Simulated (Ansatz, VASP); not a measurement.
**Tl: VASP beside Ansatz**

```
CELL_PARAMETERS angstrom
3.29130 0.00000 0.00000
0.00000 3.29130 0.00000
0.00000 0.00000 3.29130
ATOMIC_POSITIONS crystal
Tl 0.00000 0.00000 0.00000
```

Alike in both runs: task single point; functional PBE; k mesh 16 × 16 × 16; occupations fermi-dirac, width 0.1 eV; no spin polarisation.

```csv
,VASP,Ansatz
version,VASP 6.6.1,Ansatz 0.2.0
potentials or method,"VASP PAW PBE potentials, release 64 (Tl_d), cutoff 520 eV","plane waves (420 eV) with PAW, scalar-relativistic"
valence electrons in the cell,13,13
```

|  | VASP | Ansatz | Ansatz less VASP |
| --- | --- | --- | --- |
| pressure (GPa) | -0.7 | -0.7 | +0.05 |

Neither program's run includes spin-orbit coupling.
